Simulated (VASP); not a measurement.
# AlRu in VASP: single point with LDA

Aim: the single point of AlRu with LDA.

Program: VASP 6.6.1. These are calculated values, not measurements. Logs are shortened: lines on timing, memory, paths and dates and some standing lists are left out, and cuts for length are marked.

## (1) The cell of the first run

The cell holds a wire or tube with vacuum around it, 12 atoms: a = 12.600 Å, b = 13.500 Å, c = 4.959 Å, α = 90.00°, β = 90.00°, γ = 90.00°.

## (2) Single point, LDA

File INCAR:

```
ALGO = Normal
EDIFF = 1E-6
ENCUT = 400
GGA = CA
GGA_COMPAT = F
ISIF = 2
ISMEAR = 0
LASPH = T
LCHARG = F
LREAL = F
LWAVE = F
NBANDS = 63
NELM = 120
PREC = Accurate
SIGMA = 0.05
```

File KPOINTS:

```
k-points
0
Gamma
  1 1 16
```

File POSCAR:

```
AlRu
1.0
   12.6000000000      0.0000000000      0.0000000000
    0.0000000000     13.5000000000      0.0000000000
    0.0000000000      0.0000000000      4.9587388098
Al Ru
6 6
Direct
    0.3718745000      0.3244653912      0.0038982702
    0.3718745000      0.6755346088      0.0038982702
    0.6265640238      0.5000000000      0.0256598355
    0.5621621540      0.3218089493      0.2712300057
    0.5621621540      0.6781910507      0.2712300057
    0.4163666393      0.5000000000      0.7713862589
    0.4327428741      0.5000000000      0.2674866300
    0.3806191731      0.3468712368      0.4988929066
    0.3806191731      0.6531287632      0.4988929066
    0.6020999478      0.5000000000      0.5121866188
    0.5500198586      0.3535713732      0.7709524792
    0.5500198586      0.6464286268      0.7709524792
```

Potentials or basis: VASP PAW LDA potentials, release 64 (Al, Ru_pv).

Command:

```
> cat potpaw_LDA.64/Al/POTCAR potpaw_LDA.64/Ru_pv/POTCAR > POTCAR
> mpirun -np 1 vasp_std > vasp.out
```

OUTCAR:

```text
EDIFF = 1E-6
   ENCUT = 400
   GGA = CA
   ISIF = 2
   ISMEAR = 0
   LASPH = T
   LREAL = F
   NELM = 120
   PREC = Accurate

 ion  position               nearest neighbor table
   1  0.372  0.324  0.004-   8 2.48   8 2.52  11 2.55   6 2.69   4 2.74   7 2.81
   2  0.372  0.676  0.004-   9 2.48   9 2.52  12 2.55   6 2.69   5 2.74   7 2.81
   3  0.627  0.500  0.026-  10 2.43  11 2.54  12 2.54  10 2.56   7 2.72   5 2.82   4 2.82   6 2.93

   4  0.562  0.322  0.271-  11 2.52  11 2.52   8 2.57  10 2.73   1 2.74   3 2.82   7 2.91
   5  0.562  0.678  0.271-  12 2.52  12 2.52   9 2.57  10 2.73   2 2.74   3 2.82   7 2.91
   6  0.416  0.500  0.771-   7 2.47   7 2.51   9 2.51   8 2.51  12 2.60  11 2.60  10 2.67   2 2.69
                             1 2.69   3 2.93
   7  0.433  0.500  0.267-   8 2.45   9 2.45  10 2.45   6 2.47   6 2.51   3 2.72   2 2.81   1 2.81
                             4 2.91   5 2.91
   8  0.381  0.347  0.499-   7 2.45   1 2.48   6 2.51   1 2.52  11 2.53   4 2.57
   9  0.381  0.653  0.499-   7 2.45   2 2.48   6 2.51   2 2.52  12 2.53   5 2.57
  10  0.602  0.500  0.512-   3 2.43  11 2.45  12 2.45   7 2.45   3 2.56   6 2.67   4 2.73   5 2.73

  11  0.550  0.354  0.771-  10 2.45   4 2.52   4 2.52   8 2.53   3 2.54   1 2.55   6 2.60
  12  0.550  0.646  0.771-  10 2.45   5 2.52   5 2.52   9 2.53   3 2.54   2 2.55   6 2.60

  LATTYP: Found a simple orthorhombic cell.
 ALAT       =     4.9587388098
 B/A-ratio  =     2.5409686784
 C/A-ratio  =     2.7224664411

  Lattice vectors:

 A1 = (   0.0000000000,   0.0000000000,   4.9587388098)
 A2 = (  12.6000000000,   0.0000000000,   0.0000000000)
 A3 = (   0.0000000000,  13.5000000000,   0.0000000000)

Analysis of symmetry for initial positions (statically):
=====================================================================
 Subroutine PRICEL returns:
 Original cell was already a primitive cell.

 Routine SETGRP: Setting up the symmetry group for a
 simple orthorhombic supercell.

 Subroutine GETGRP returns: Found  2 space group operations
 (whereof  2 operations were pure point group operations)
 out of a pool of  8 trial point group operations.

The static configuration has the point symmetry C_1h.

Analysis of symmetry for dynamics (positions and initial velocities):
=====================================================================
 Subroutine PRICEL returns:
 Original cell was already a primitive cell.

 Routine SETGRP: Setting up the symmetry group for a
 simple orthorhombic supercell.

 Subroutine GETGRP returns: Found  2 space group operations
 (whereof  2 operations were pure point group operations)
 out of a pool of  8 trial point group operations.

The dynamic configuration has the point symmetry C_1h.

 Subroutine INISYM returns: Found  2 space group operations
 (whereof  2 operations are pure point group operations),
 and found     1 'primitive' translations

----------------------------------------------------------------------------------------

                                     Primitive cell

  volume of cell :     843.4815

  direct lattice vectors                    reciprocal lattice vectors
    12.600000000  0.000000000  0.000000000     0.079365079  0.000000000  0.000000000
     0.000000000 13.500000000  0.000000000     0.000000000  0.074074074  0.000000000
     0.000000000  0.000000000  4.958738810     0.000000000  0.000000000  0.201664181

  length of vectors
    12.600000000 13.500000000  4.958738810     0.079365079  0.074074074  0.201664181

  position of ions in fractional coordinates (direct lattice)
     0.371874500  0.324465391  0.003898270
     0.371874500  0.675534609  0.003898270
     0.626564024  0.500000000  0.025659836
     0.562162154  0.321808949  0.271230006
     0.562162154  0.678191051  0.271230006
     0.416366639  0.500000000  0.771386259
     0.432742874  0.500000000  0.267486630
     0.380619173  0.346871237  0.498892907
     0.380619173  0.653128763  0.498892907
     0.602099948  0.500000000  0.512186619
     0.550019859  0.353571373  0.770952479
     0.550019859  0.646428627  0.770952479

  ion indices of the primitive-cell ions
   primitive index   ion index
                 1           1
                 2           2
                 3           3
                 4           4
                 5           5
                 6           6
                 7           7
                 8           8
                 9           9
                10          10
                11          11
                12          12

----------------------------------------------------------------------------------------

 KPOINTS: k-points

Automatic generation of k-mesh.
 Grid dimensions read from file:
 generate k-points for:    1    1   16

 Generating k-lattice:

  Cartesian coordinates                     Fractional coordinates (reciprocal lattice)
     0.079365079  0.000000000  0.000000000     1.000000000  0.000000000  0.000000000
     0.000000000  0.074074074  0.000000000     0.000000000  1.000000000  0.000000000
     0.000000000  0.000000000  0.012604011     0.000000000  0.000000000  0.062500000

  Length of vectors
     0.079365079  0.074074074  0.012604011

  Shift w.r.t. Gamma in fractional coordinates (k-lattice)
     0.000000000  0.000000000  0.000000000

 Subroutine IBZKPT returns following result:
 ===========================================

 Found      9 irreducible k-points:

 Following reciprocal coordinates:
            Coordinates               Weight
  0.000000  0.000000  0.000000      1.000000
  0.000000  0.000000  0.062500      2.000000
  0.000000  0.000000  0.125000      2.000000
  0.000000  0.000000  0.187500      2.000000
  0.000000  0.000000  0.250000      2.000000
  0.000000  0.000000  0.312500      2.000000
  0.000000  0.000000  0.375000      2.000000
  0.000000  0.000000  0.437500      2.000000
  0.000000  0.000000  0.500000      1.000000
   k-points           NKPTS =      9   k-points in BZ     NKDIM =      9   number of bands    NBANDS=     63
   number of dos      NEDOS =    301   number of ions     NIONS =     12
   total plane-waves  NPLWV = 241920
   dimension x,y,z NGX =    84 NGY =   90 NGZ =   32
   dimension x,y,z NGXF=   168 NGYF=  180 NGZF=   64
   ions per type =               6   6
   NGX,Y,Z   is equivalent  to a cutoff of  11.08, 11.08, 10.73 a.u.
   NGXF,Y,Z  is equivalent  to a cutoff of  22.17, 22.17, 21.46 a.u.
 SYSTEM =  unknown system
   PREC   = accura    normal or accurate (medium, high low for compatibility)
   ISTART =      0    job   : 0-new  1-cont  2-samecut
   ICHARG =      2    charge: 1-file 2-atom 10-const
   ISPIN  =      1    spin polarized calculation?
   LNONCOLLINEAR =      F non collinear calculations
   LSORBIT =      F    spin-orbit coupling
   LASPH  =      T    aspherical Exc in radial PAW
   ENCUT  =  400.0 eV  29.40 Ry    5.42 a.u.  20.55 22.02  8.09*2*pi/ulx,y,z
   NELM   =    120;   NELMIN=  2; NELMDL= -5     # of ELM steps
   EDIFF  = 0.1E-05   stopping-criterion for ELM
   LREAL  =      F    real-space projection
   EDIFFG = 0.1E-04   stopping-criterion for IOM
   NSW    =      0    number of steps for IOM
   IBRION =     -1    ionic relax: 0-MD 1-quasi-New 2-CG
   NFREE  =      0    steps in history (QN), initial steepest desc. (CG)
   ISIF   =      2    stress and relaxation
   ISYM   =      2    0-nonsym 1-usesym 2-fastsym
   POTIM  = 0.5000    time-step for ionic-motion
   TEBEG  =    0.0;   TEEND  =   0.0 temperature during run
   PSTRESS=    0.0 pullay stress
   NELECT =     102.0000    total number of electrons
   NUPDOWN=      -1.0000    fix difference up-down
   EMIN   =  10.00;   EMAX   =-10.00  energy-range for DOS
   EFERMI =   0.00;   METHOD = LEGACY
   ISMEAR =     0;   SIGMA  =   0.05  broadening in eV -4-tet -1-fermi 0-gaus
   EFERMI_NEDOS =   21; number of points for ismear=-14 and -15
   IALGO  =     38    algorithm
   IMIX   =      4    mixing-type and parameters
     AMIX     =   0.40;   BMIX     =  1.00
     AMIX_MAG =   1.60;   BMIX_MAG =  1.00
  volume/ion in A,a.u.               =      70.29       474.34
  Fermi-wavevector in a.u.,A,eV,Ry     =   0.809561  1.529849  8.917114  0.655389
  Thomas-Fermi vector in A             =   1.918575
   LORBIT       =      0    0 simple, 1 ext, 2 COOP (PROOUT), +10 PAW based schemes
   GGA     = CA    functional components
   LHFCALC =     F    Hartree Fock is set to
   AEXX    =    0.0000 exact exchange contribution
   IVDW    =     0    specifies the selected vdW correction
   LEPSILON=     F    determine dielectric tensor
   LRPA    =     F    only Hartree local field effects (RPA)
 non-spin polarized calculation
 Gauss-broadening in eV      SIGMA  =   0.05
  energy-cutoff  :      400.00
  volume of cell :      843.48
 maximum number of plane-waves:     15354
 NGX is ok and might be reduce to    84
   NGX = 41   NGY = 45   NGZ = 17

 number of electron     102.0000016 magnetization

 Free energy of the ion-electron system (eV)
  ---------------------------------------------------
  ext. energy  EPLUGINS =         0.00000000
  ---------------------------------------------------
  free energy    TOTEN  =       -78.49043799 eV

  energy without entropy =      -78.46644220  energy(sigma->0) =      -78.47844010

 E-fermi :  -1.6151     XC(G=0):  -3.9879

 val. band max:       -1.6195897612   @ k =   0.0000   0.0000   0.4375
 cond. band min:      -1.6033002736   @ k =   0.0000   0.0000   0.3750
 fundamental gap:      0.0162894875
 Fermi energy:        -1.6150970554

 k-point     1 :       0.0000    0.0000    0.0000
  band No.  band energies     occupation
      1     -44.4758      2.00000
      2     -44.4712      2.00000
      3     -44.2972      2.00000
      4     -44.2929      2.00000
      5     -44.1018      2.00000
      6     -43.9190      2.00000
[... 583 lines left out ...]
     62       1.1404      0.00000
     63       1.4211      0.00000

------------------------ aborting loop because EDIFF is reached ----------------------------------------

  FORCE on cell =-STRESS in cart. coord.  units (eV):
  Direction    XX          YY          ZZ          XY          YZ          ZX
  --------------------------------------------------------------------------------------
  -------------------------------------------------------------------------------------
  Total       -2.7591653     -3.1250149     -5.7281807      0.0000000      0.0000000      0.0086553
  in kB       -5.2409830     -5.9359075    -10.8805725      0.0000000      0.0000000      0.0164407
  external PRESSURE =      -7.3524877 kB  Pullay stress =       0.0000000 kB

 VOLUME and BASIS-vectors are now :
 -----------------------------------------------------------------------------
  energy-cutoff  :      400.00
  volume of cell :      843.48
      direct lattice vectors                 reciprocal lattice vectors
    12.600000000  0.000000000  0.000000000     0.079365079  0.000000000  0.000000000
     0.000000000 13.500000000  0.000000000     0.000000000  0.074074074  0.000000000
     0.000000000  0.000000000  4.958738810     0.000000000  0.000000000  0.201664181

 POSITION                                       TOTAL-FORCE (eV/Angst)
 -----------------------------------------------------------------------------------
      4.68562      4.38028      0.01933         0.104024      0.082250     -0.005300
      4.68562      9.11972      0.01933         0.104024     -0.082250     -0.005300
      7.89471      6.75000      0.12724        -0.147672      0.000000      0.005114
      7.08324      4.34442      1.34496        -0.102368      0.110429      0.037798
      7.08324      9.15558      1.34496        -0.102368     -0.110429      0.037798
      5.24622      6.75000      3.82510         0.080285      0.000000     -0.039043
      5.45256      6.75000      1.32640         0.044499      0.000000      0.067241
      4.79580      4.68276      2.47388         0.285009      0.209956     -0.000766
      4.79580      8.81724      2.47388         0.285009     -0.209956     -0.000766
      7.58646      6.75000      2.53980        -0.259804      0.000000      0.013937
      6.93025      4.77321      3.82295        -0.145320      0.200023     -0.055357
      6.93025      8.72679      3.82295        -0.145320     -0.200023     -0.055357
 -----------------------------------------------------------------------------------
    total drift:                                0.000990      0.000000      0.000264

  FREE ENERGIE OF THE ION-ELECTRON SYSTEM (eV)
  ---------------------------------------------------
  free  energy   TOTEN  =       -78.4904379931 eV

  energy  without entropy=      -78.4664422046  energy(sigma->0) =      -78.47844010
```

Run time: 13 min. Hardware: 1 thread of Intel Xeon Platinum 8488C (Sapphire Rapids), shared host; peak memory 0.53 GiB.

Results:

```
Free energy            : -78.4904 eV
Largest force          : 0.354 eV/Å
Band gap on the k mesh : zero (bands 51 and 52 overlap by 0.24 eV)
```

Forces in eV/Å, atoms in the order of the input:
```
Al   0.104  0.082 -0.005
Al   0.104 -0.082 -0.005
Al  -0.148  0.000  0.005
Al  -0.102  0.110  0.038
Al  -0.102 -0.110  0.038
Al   0.080  0.000 -0.039
Ru   0.044  0.000  0.067
Ru   0.285  0.210 -0.001
Ru   0.285 -0.210 -0.001
Ru  -0.260  0.000  0.014
Ru  -0.145  0.200 -0.055
Ru  -0.145 -0.200 -0.055
```

Levels at points of the mesh, in eV from the Fermi level:
```
           k point  band 49  band 50  band 51  band 52  band 53  band 54
(0.00, 0.00, 0.00)    -0.41    -0.38    -0.34    -0.08     0.22     0.34
(0.00, 0.00, 0.50)    -0.06    -0.03     0.16     0.27     0.27     0.61
```
